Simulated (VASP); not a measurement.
Write the native input for VASP 6.6.1 that does the following.

- Task: single point
- Functional: PBE0
- Potentials or basis: VASP PAW PBE potentials, release 64 (Sr_sv, Te)
- Cutoff: 400 eV
- k mesh: 4 × 4 × 4
- Occupations: gaussian, width 0.01 eV
- Spin: no spin polarisation
- Dipole correction: no
- Grid for exact exchange (PRECFOCK): Normal
- Further INCAR settings: ALGO = Normal; EDIFF = 1e-06; NBANDS = 15
- Share of exact exchange: 0.25

The system is SrTe.

```
Sr Te
1.0
     0.00000    3.35266    3.35266
     3.35266    0.00000    3.35266
     3.35266    3.35266    0.00000
Sr Te
1 1
Direct
  0.00000 0.00000 0.00000
  0.50000 0.50000 0.50000
```

These files were run (other wordings do the same):

POSCAR

```
SrTe
1.0
    0.0000000000      3.3526569095      3.3526569095
    3.3526569095      0.0000000000      3.3526569095
    3.3526569095      3.3526569095      0.0000000000
Sr Te
1 1
Direct
    0.0000000000      0.0000000000      0.0000000000
    0.5000000000      0.5000000000      0.5000000000
```

INCAR.step1

```
SYSTEM = SrTe
ALGO = Normal
EDIFF = 1E-5
ENCUT = 400
GGA = PE
GGA_COMPAT = .FALSE.
ISIF = 2
ISMEAR = 0
LASPH = .TRUE.
LCHARG = .FALSE.
LREAL = .FALSE.
LWAVE = .TRUE.
NBANDS = 15
NELM = 120
PREC = Accurate
SIGMA = 0.01
```

INCAR.step2

```
SYSTEM = SrTe
AEXX = 0.25
ALGO = Normal
EDIFF = 1E-6
ENCUT = 400
GGA = PE
GGA_COMPAT = .FALSE.
ISIF = 2
ISMEAR = 0
ISTART = 1
LASPH = .TRUE.
LCHARG = .FALSE.
LHFCALC = .TRUE.
LREAL = .FALSE.
LWAVE = .FALSE.
NBANDS = 15
NELM = 120
PREC = Accurate
PRECFOCK = Normal
SIGMA = 0.01
```

KPOINTS

```
k-points
0
G
  4 4 4
  0 0 0
```

Potentials or basis: VASP PAW PBE potentials, release 64 (Sr_sv, Te).

The run is started by

```console
$ cat potpaw_PBE.64/Sr_sv/POTCAR potpaw_PBE.64/Te/POTCAR > POTCAR
$ cp INCAR.step1 INCAR
$ mpirun -np 1 vasp_std > vasp.out
$ cp INCAR.step2 INCAR
$ mpirun -np 1 vasp_std > vasp.out
```

It gave:

```
Pressure               : -0.2 GPa
Band gap on the k mesh : 3.18 eV (least direct gap 4.01 eV)
```

Caveat: the PAW data sets were made with another functional, which shifts forces and pressure a little; spin-orbit coupling is left out, which moves the levels of the heavy elements.

Run time: 4.5 min on 1 thread of AMD EPYC 9R45 96-Core Processor (Zen 5), with other jobs on the host, peak memory 0.15 GiB.
